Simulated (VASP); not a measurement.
# MgBe2SeO2 (I4/mmm) in VASP: notebook

MgBe2SeO2 is run at these levels: PBE; tasks: single point, relaxation of cell and atoms.

All numbers are computed with VASP 6.6.1; they aren't measurements. Logs are shortened: lines on timing, memory, paths and dates and some standing lists are left out, and cuts for length are marked.

### 1 The cell of the first run

It takes space group I4/mmm (No. 139, tetragonal). Conventional cell: a = 3.620 Å, b = 3.620 Å, c = 10.453 Å, α = 90.00°, β = 90.00°, γ = 90.00°. Mg (site symmetry 4/mmm) has 4 Se at 2.56 Å and 8 O at 2.97 Å and 8 Be at 3.18 Å within 3.4 Å. Be (site symmetry -4m2) has 4 O at 2.12 Å and 4 Be at 2.56 Å within 2.8 Å. Se (site symmetry 4/mmm) has 2 O at 1.51 Å within 2.0 Å. Within 2.0 Å of O (site symmetry 4mm) lie 1 Se at 1.51 Å.

The cell was generated, and may not be a known phase.

### 2 Single point, PBE

Input file INCAR:

```
SYSTEM = MgBe2SeO2
PREC     = Accurate       ! precision mode
ENCUT    = 520            ! plane-wave cutoff, eV
EDIFF    = 1E-6           ! SCF threshold, eV
ISMEAR   = 0              ! smearing method
SIGMA    = 0.1            ! smearing width, eV
LREAL    = .FALSE.        ! projectors in reciprocal space
LASPH    = .TRUE.         ! aspherical terms in the spheres
NELM     = 100            ! most SCF steps
ALGO     = Normal         ! electronic algorithm
ISIF     = 2              ! what is computed and relaxed
LWAVE    = .FALSE.        ! write WAVECAR
LCHARG   = .FALSE.        ! write CHGCAR
GGA      = PE             ! functional
NBANDS   = 21             ! bands
```

Input file KPOINTS:

```
Automatic mesh
0
G
  6 6 6
  0 0 0
```

Input file POSCAR:

```
MgBe2SeO2
1.0
   -1.8100427400      1.8100427400      5.2263077800
    1.8100427400     -1.8100427400      5.2263077800
    1.8100427400      1.8100427400     -5.2263077800
Mg Be Se O
1 2 1 2
Direct
    0.0000000000      0.0000000000      0.0000000000
    0.7500000000      0.2500000000      0.5000000000
    0.2500000000      0.7500000000      0.5000000000
    0.5000000000      0.5000000000      0.0000000000
    0.3551050100      0.3551050100      0.0000000000
    0.6448949900      0.6448949900      0.0000000000
```

Potentials or basis: VASP PAW PBE potentials, release 64 (Mg, Be, Se, O).

Launch:

```bash
cat potpaw_PBE.64/Mg/POTCAR potpaw_PBE.64/Be/POTCAR potpaw_PBE.64/Se/POTCAR potpaw_PBE.64/O/POTCAR > POTCAR
mpirun -np 1 vasp_std > vasp.out
```

OUTCAR:

```text
SYSTEM = MgBe2SeO2
   PREC = Accurate
   ENCUT = 520
   EDIFF = 1E-6
   ISMEAR = 0
   LREAL = .FALSE.
   LASPH = .TRUE.
   NELM = 100
   ISIF = 2
   GGA = PE

 ion  position               nearest neighbor table
   1  0.000  0.000  0.000-   4 2.56   4 2.56   4 2.56   4 2.56
   2  0.750  0.250  0.500-   6 2.12   5 2.12   5 2.12   6 2.12
   3  0.250  0.750  0.500-   6 2.12   5 2.12   5 2.12   6 2.12
   4  0.500  0.500  0.000-   5 1.51   6 1.51   1 2.56   1 2.56   1 2.56   1 2.56
   5  0.355  0.355  0.000-   4 1.51   3 2.12   2 2.12   3 2.12   2 2.12
   6  0.645  0.645  0.000-   4 1.51   2 2.12   3 2.12   2 2.12   3 2.12

  LATTYP: Found a body centered tetragonal cell.
 ALAT       =     3.6200854800
 C/A-ratio  =     2.8873946811

  Lattice vectors:

 A1 = (  -1.8100427400,   1.8100427400,   5.2263077800)
 A2 = (   1.8100427400,  -1.8100427400,   5.2263077800)
 A3 = (   1.8100427400,   1.8100427400,  -5.2263077800)

Analysis of symmetry for initial positions (statically):
=====================================================================
 Subroutine PRICEL returns:
 Original cell was already a primitive cell.

 Routine SETGRP: Setting up the symmetry group for a
 body centered tetragonal supercell.

 Subroutine GETGRP returns: Found 16 space group operations
 (whereof 16 operations were pure point group operations)
 out of a pool of 16 trial point group operations.

The static configuration has the point symmetry D_4h.

Analysis of symmetry for dynamics (positions and initial velocities):
=====================================================================
 Subroutine PRICEL returns:
 Original cell was already a primitive cell.

 Routine SETGRP: Setting up the symmetry group for a
 body centered tetragonal supercell.

 Subroutine GETGRP returns: Found 16 space group operations
 (whereof 16 operations were pure point group operations)
 out of a pool of 16 trial point group operations.

The dynamic configuration has the point symmetry D_4h.

 Subroutine INISYM returns: Found 16 space group operations
 (whereof 16 operations are pure point group operations),
 and found     1 'primitive' translations

----------------------------------------------------------------------------------------

                                     Primitive cell

  volume of cell :      68.4909

  direct lattice vectors                    reciprocal lattice vectors
    -1.810042740  1.810042740  5.226307780     0.000000000  0.276236571  0.095669834
     1.810042740 -1.810042740  5.226307780     0.276236571  0.000000000  0.095669834
     1.810042740  1.810042740 -5.226307780     0.276236571  0.276236571  0.000000000

  length of vectors
     5.819519091  5.819519091  5.819519091     0.292334330  0.292334330  0.390657505

  position of ions in fractional coordinates (direct lattice)
     0.000000000  0.000000000  0.000000000
     0.750000000  0.250000000  0.500000000
     0.250000000  0.750000000  0.500000000
     0.500000000  0.500000000  0.000000000
     0.355105010  0.355105010  0.000000000
     0.644894990  0.644894990  0.000000000

  ion indices of the primitive-cell ions
   primitive index   ion index
                 1           1
                 2           2
                 3           3
                 4           4
                 5           5
                 6           6

----------------------------------------------------------------------------------------

 KPOINTS: Automatic mesh

Automatic generation of k-mesh.
 Grid dimensions read from file:
 generate k-points for:    6    6    6

 Generating k-lattice:

  Cartesian coordinates                     Fractional coordinates (reciprocal lattice)
     0.000000000  0.046039429  0.015944972     0.166666667 -0.000000000  0.000000000
     0.046039429  0.000000000  0.015944972    -0.000000000  0.166666667  0.000000000
     0.046039429  0.046039429  0.000000000     0.000000000  0.000000000  0.166666667

  Length of vectors
     0.048722388  0.048722388  0.065109584

  Shift w.r.t. Gamma in fractional coordinates (k-lattice)
     0.000000000  0.000000000  0.000000000

 Subroutine IBZKPT returns following result:
 ===========================================

 Found     30 irreducible k-points:

 Following reciprocal coordinates:
            Coordinates               Weight
  0.000000  0.000000  0.000000      1.000000
  0.166667 -0.000000  0.000000      8.000000
  0.333333  0.000000  0.000000      8.000000
  0.500000  0.000000  0.000000      4.000000
  0.166667  0.166667  0.000000      8.000000
  0.333333  0.166667  0.000000     16.000000
[... 16 lines left out ...]
 -0.333333 -0.333333  0.166667      8.000000
 -0.166667 -0.333333  0.166667      8.000000
 [... further k-points ...]
   k-points           NKPTS =     30   k-points in BZ     NKDIM =     30   number of bands    NBANDS=     21
   number of dos      NEDOS =    301   number of ions     NIONS =      6
   total plane-waves  NPLWV = 110592
   dimension x,y,z NGX =    48 NGY =   48 NGZ =   48
   dimension x,y,z NGXF=    96 NGYF=   96 NGZF=   96
   ions per type =               1   2   1   2
   NGX,Y,Z   is equivalent  to a cutoff of  13.71, 13.71, 13.71 a.u.
   NGXF,Y,Z  is equivalent  to a cutoff of  27.42, 27.42, 27.42 a.u.
 SYSTEM =  MgBe2SeO2
   PREC   = accura    normal or accurate (medium, high low for compatibility)
   ISTART =      0    job   : 0-new  1-cont  2-samecut
   ICHARG =      2    charge: 1-file 2-atom 10-const
   ISPIN  =      1    spin polarized calculation?
   LNONCOLLINEAR =      F non collinear calculations
   LSORBIT =      F    spin-orbit coupling
   LASPH  =      T    aspherical Exc in radial PAW
   ENCUT  =  520.0 eV  38.22 Ry    6.18 a.u.  10.82 10.82 10.82*2*pi/ulx,y,z
   NELM   =    100;   NELMIN=  2; NELMDL= -5     # of ELM steps
   EDIFF  = 0.1E-05   stopping-criterion for ELM
   LREAL  =      F    real-space projection
   EDIFFG = 0.1E-04   stopping-criterion for IOM
   NSW    =      0    number of steps for IOM
   IBRION =     -1    ionic relax: 0-MD 1-quasi-New 2-CG
   NFREE  =      0    steps in history (QN), initial steepest desc. (CG)
   ISIF   =      2    stress and relaxation
   ISYM   =      2    0-nonsym 1-usesym 2-fastsym
   POTIM  = 0.5000    time-step for ionic-motion
   TEBEG  =    0.0;   TEEND  =   0.0 temperature during run
   PSTRESS=    0.0 pullay stress
   NELECT =      24.0000    total number of electrons
   NUPDOWN=      -1.0000    fix difference up-down
   EMIN   =  10.00;   EMAX   =-10.00  energy-range for DOS
   EFERMI =   0.00;   METHOD = LEGACY
   ISMEAR =     0;   SIGMA  =   0.10  broadening in eV -4-tet -1-fermi 0-gaus
   EFERMI_NEDOS =   21; number of points for ismear=-14 and -15
   IALGO  =     38    algorithm
   IMIX   =      4    mixing-type and parameters
     AMIX     =   0.40;   BMIX     =  1.00
     AMIX_MAG =   1.60;   BMIX_MAG =  1.00
  volume/ion in A,a.u.               =      11.42        77.03
  Fermi-wavevector in a.u.,A,eV,Ry     =   1.154164  2.181055 18.124261  1.332096
  Thomas-Fermi vector in A             =   2.290803
   LORBIT       =      0    0 simple, 1 ext, 2 COOP (PROOUT), +10 PAW based schemes
   GGA     = PE    functional components
   LHFCALC =     F    Hartree Fock is set to
   AEXX    =    0.0000 exact exchange contribution
   IVDW    =     0    specifies the selected vdW correction
   LEPSILON=     F    determine dielectric tensor
   LRPA    =     F    only Hartree local field effects (RPA)
 non-spin polarized calculation
 Gauss-broadening in eV      SIGMA  =   0.10
  energy-cutoff  :      520.00
  volume of cell :       68.49
 maximum number of plane-waves:      1871
 NGX is ok and might be reduce to    48
   NGX = 21   NGY = 21   NGZ = 21

 number of electron      24.0000002 magnetization

 Free energy of the ion-electron system (eV)
  ---------------------------------------------------
  ext. energy  EPLUGINS =         0.00000000
  ---------------------------------------------------
  free energy    TOTEN  =       -15.88074571 eV

  energy without entropy =      -15.86655272  energy(sigma->0) =      -15.87364921

 E-fermi :   6.4879     XC(G=0): -10.3663

 val. band max:        6.4758464705   @ k =   0.3333   0.0000   0.0000
 cond. band min:       6.5012329793   @ k =  -0.1667   0.3333   0.1667
 fundamental gap:      0.0253865088
 Fermi energy:         6.4879180671

 k-point     1 :       0.0000    0.0000    0.0000
  band No.  band energies     occupation
      1     -17.8685      2.00000
      2     -16.6943      2.00000
      3      -7.1696      2.00000
      4      -2.7135      2.00000
      5      -1.4446      2.00000
      6      -1.4446      2.00000
[... 13 lines left out ...]
     20      15.1505      0.00000
     21      15.1505      0.00000

 k-point     2 :       0.1667   -0.0000    0.0000
  band No.  band energies     occupation
      1     -17.8280      2.00000
      2     -16.6978      2.00000
      3      -7.0420      2.00000
      4      -2.9949      2.00000
      5      -2.1722      2.00000
      6      -1.4921      2.00000
[... 13 lines left out ...]
     20      13.7683      0.00000
     21      15.3373      0.00000

 k-point     3 :       0.3333    0.0000    0.0000
  band No.  band energies     occupation
      1     -17.7439      2.00000
      2     -16.7067      2.00000
      3      -6.7636      2.00000
      4      -3.6825      2.00000
      5      -2.7371      2.00000
      6      -1.5326      2.00000
[... 13 lines left out ...]
     20      13.9217      0.00000
     21      13.9324      0.00000
[... 457 lines left out ...]
 k-point    23 :      -0.3333   -0.3333    0.1667
  band No.  band energies     occupation
      1     -17.7387      2.00000
      2     -16.7742      2.00000
      3      -6.6187      2.00000
      4      -3.8641      2.00000
      5      -2.2597      2.00000
      6      -2.2331      2.00000
[... 13 lines left out ...]
     20      13.4272      0.00000
     21      14.5802      0.00000

 k-point    24 :      -0.1667   -0.3333    0.1667
  band No.  band energies     occupation
      1     -17.7878      2.00000
      2     -16.7574      2.00000
      3      -6.8114      2.00000
      4      -3.5893      2.00000
      5      -2.2008      2.00000
      6      -1.7336      2.00000
[... 13 lines left out ...]
     20      13.8270      0.00000
     21      14.8650      0.00000

 [... further k-points ...]
[... 5 lines left out ...]
  --------------------------------------------------------------------------------------
  -------------------------------------------------------------------------------------
  Total        0.7245376      0.7245376     66.7556346      0.0000000      0.0000000      0.0000000
  in kB       16.9487980     16.9487980   1561.5858960      0.0000000      0.0000000      0.0000000
  external PRESSURE =     531.8278307 kB  Pullay stress =       0.0000000 kB

 VOLUME and BASIS-vectors are now :
 -----------------------------------------------------------------------------
  energy-cutoff  :      520.00
  volume of cell :       68.49
      direct lattice vectors                 reciprocal lattice vectors
    -1.810042740  1.810042740  5.226307780     0.000000000  0.276236571  0.095669834
     1.810042740 -1.810042740  5.226307780     0.276236571  0.000000000  0.095669834
     1.810042740  1.810042740 -5.226307780     0.276236571  0.276236571  0.000000000

 POSITION                                       TOTAL-FORCE (eV/Angst)
 -----------------------------------------------------------------------------------
      0.00000      0.00000      0.00000         0.000000      0.000000     -0.000000
      0.00000      1.81004      2.61315         0.000000      0.000000     -0.000000
      1.81004      0.00000      2.61315         0.000000      0.000000     -0.000000
      0.00000      0.00000      5.22631         0.000000      0.000000     -0.000000
      0.00000      0.00000      3.71178        -0.000000     -0.000000    -22.757810
      0.00000      0.00000      6.74084         0.000000      0.000000     22.757810
 -----------------------------------------------------------------------------------
    total drift:                                0.000000     -0.000000      0.000000

  FREE ENERGIE OF THE ION-ELECTRON SYSTEM (eV)
  ---------------------------------------------------
  free  energy   TOTEN  =       -15.8807457059 eV

  energy  without entropy=      -15.8665527231  energy(sigma->0) =      -15.87364921
```

Wall time 88 s (1 thread of Intel Xeon Platinum 8488C (Sapphire Rapids), shared host); peak memory 0.34 GiB.

Results:

```
Free energy            : -15.8807 eV
Pressure               : 53.2 GPa
Largest force          : 22.758 eV/Å
Band gap on the k mesh : zero (bands 12 and 13 overlap by 1.09 eV)
```

Forces in eV/Å, atoms in the order of the input:
```
Mg    0.000   0.000   0.000
Be    0.000   0.000   0.000
Be    0.000   0.000   0.000
Se    0.000   0.000   0.000
O     0.000   0.000 -22.758
O     0.000   0.000  22.758
```

Levels at points of the mesh, in eV from the Fermi level:
| k point | band 10 | band 11 | band 12 | band 13 | band 14 | band 15 |
| --- | --- | --- | --- | --- | --- | --- |
| (0.00, 0.00, 0.00) | -1.55 | -0.06 | -0.06 | 0.68 | 1.70 | 3.16 |
| (0.50, 0.00, 0.00) | -3.00 | -0.19 | -0.13 | 0.99 | 1.76 | 2.00 |
| (0.50, 0.50, 0.00) | -2.75 | -1.86 | -0.71 | -0.39 | 2.49 | 2.62 |
| (0.50, 0.50, 0.50) | -2.57 | -0.93 | -0.93 | -0.57 | 1.55 | 3.66 |

Caveat: the stress differs along the axes, from 2 to 156 GPa; forces of over 1 eV/Å act on the atoms, so gaps and moduli don't describe the material at rest.

### 3 Single point, PBE

This run uses another cell than the first one, of 11.70 Å³/atom.

Input file INCAR:

```
SYSTEM = MgBe2SeO2
PREC = Accurate ; ENCUT = 520
EDIFF = 1E-7 ; ISMEAR = 0
SIGMA = 0.1 ; LREAL = .FALSE.
LASPH = .TRUE. ; NELM = 100
ALGO = Normal ; ISIF = 2
LWAVE = .FALSE. ; LCHARG = .TRUE.
GGA = PE ; LELF = .TRUE.
LVHAR = .TRUE. ; NBANDS = 21
```

Input file KPOINTS:

```
regular mesh
0
G
  6 6 6
  0 0 0
```

Input file POSCAR:

```
MgBe2SeO2
1.0
   -1.7184341902      1.7184341902      5.9430773787
    1.7184341902     -1.7184341902      5.9430773787
    1.7184341902      1.7184341902     -5.9430773787
Mg Be Se O
1 2 1 2
Direct
    0.0000000000      0.0000000000      0.0000000000
    0.7500000000      0.2500000000      0.5000000000
    0.2500000000      0.7500000000      0.5000000000
    0.5000000000      0.5000000000      0.0000000000
    0.2123762217      0.2123762217      0.0000000000
    0.7876237783      0.7876237783      0.0000000000
```

Potentials or basis: VASP PAW PBE potentials, release 64 (Mg, Be, Se, O).

Launch:

```bash
cat potpaw_PBE.64/Mg/POTCAR potpaw_PBE.64/Be/POTCAR potpaw_PBE.64/Se/POTCAR potpaw_PBE.64/O/POTCAR > POTCAR
mpirun -np 1 vasp_std > vasp.out
```

OUTCAR:

```text
SYSTEM = MgBe2SeO2
   PREC = Accurate
   ENCUT = 520
   EDIFF = 1E-7
   ISMEAR = 0
   LREAL = .FALSE.
   LASPH = .TRUE.
   NELM = 100
   ISIF = 2
   GGA = PE

 ion  position               nearest neighbor table
   1  0.000  0.000  0.000-   4 2.43   4 2.43   4 2.43   4 2.43   6 2.52   5 2.52
   2  0.750  0.250  0.500-   6 1.78   5 1.78   6 1.78   5 1.78
   3  0.250  0.750  0.500-   6 1.78   5 1.78   6 1.78   5 1.78
   4  0.500  0.500  0.000-   1 2.43   1 2.43   1 2.43   1 2.43
   5  0.212  0.212  0.000-   2 1.78   3 1.78   2 1.78   3 1.78   1 2.52
   6  0.788  0.788  0.000-   2 1.78   3 1.78   2 1.78   3 1.78   1 2.52

  LATTYP: Found a body centered tetragonal cell.
 ALAT       =     3.4368683804
[... 781 lines left out ...]
  Total        0.1116015      0.1116015      0.0158338      0.0000000      0.0000000      0.0000000
  in kB        2.5470843      2.5470843      0.3613763      0.0000000      0.0000000      0.0000000
  external PRESSURE =       1.8185150 kB  Pullay stress =       0.0000000 kB

 VOLUME and BASIS-vectors are now :
 -----------------------------------------------------------------------------
  energy-cutoff  :      520.00
  volume of cell :       70.20
      direct lattice vectors                 reciprocal lattice vectors
    -1.718434190  1.718434190  5.943077379     0.000000000  0.290962553  0.084131498
     1.718434190 -1.718434190  5.943077379     0.290962553  0.000000000  0.084131498
     1.718434190  1.718434190 -5.943077379     0.290962553  0.290962553  0.000000000

 POSITION                                       TOTAL-FORCE (eV/Angst)
 -----------------------------------------------------------------------------------
      0.00000      0.00000      0.00000         0.000000      0.000000      0.000000
      0.00000      1.71843      2.97154         0.000000      0.000000      0.000000
      1.71843      0.00000      2.97154         0.000000      0.000000      0.000000
      0.00000      0.00000      5.94308         0.000000      0.000000      0.000000
      0.00000      0.00000      2.52434        -0.000000     -0.000000     -0.013136
      0.00000      0.00000      9.36182        -0.000000     -0.000000      0.013136
 -----------------------------------------------------------------------------------
    total drift:                               -0.000000     -0.000000      0.000000

  FREE ENERGIE OF THE ION-ELECTRON SYSTEM (eV)
  ---------------------------------------------------
  free  energy   TOTEN  =       -32.9387876509 eV

  energy  without entropy=      -32.9387876508  energy(sigma->0) =      -32.93878765
```

stdout:

```text
POSCAR found type information on POSCAR MgBeSeO
 POSCAR found :  4 types and       6 ions
 scaLAPACK will be used
 LDA part: xc-table for (Slater+PW92), standard interpolation
 POSCAR, INCAR and KPOINTS ok, starting setup
 FFT: planning ... GRIDC
 FFT: planning ... GRID_SOFT
 FFT: planning ... GRID
 WAVECAR not read
 entering main loop
```

Run time: 88 s. Hardware: 1 thread of Intel Xeon Platinum 8488C (Sapphire Rapids), shared host; peak memory 0.35 GiB.

What came out:

```
Free energy            : -32.9388 eV
Pressure               : 0.2 GPa
Largest force          : 0.013 eV/Å
Band gap on the k mesh : 2.88 eV (least direct gap 3.38 eV)
```

Forces on the atoms (eV/Å):
```
Mg   0.000  0.000  0.000
Be   0.000  0.000  0.000
Be   0.000  0.000  0.000
Se   0.000  0.000  0.000
O    0.000  0.000 -0.013
O    0.000  0.000  0.013
```

A k mesh can miss the band edges.

(Continued in part 2 of 3.)

The gap in the log of VASP goes by the Fermi energy; the results here count the filled bands.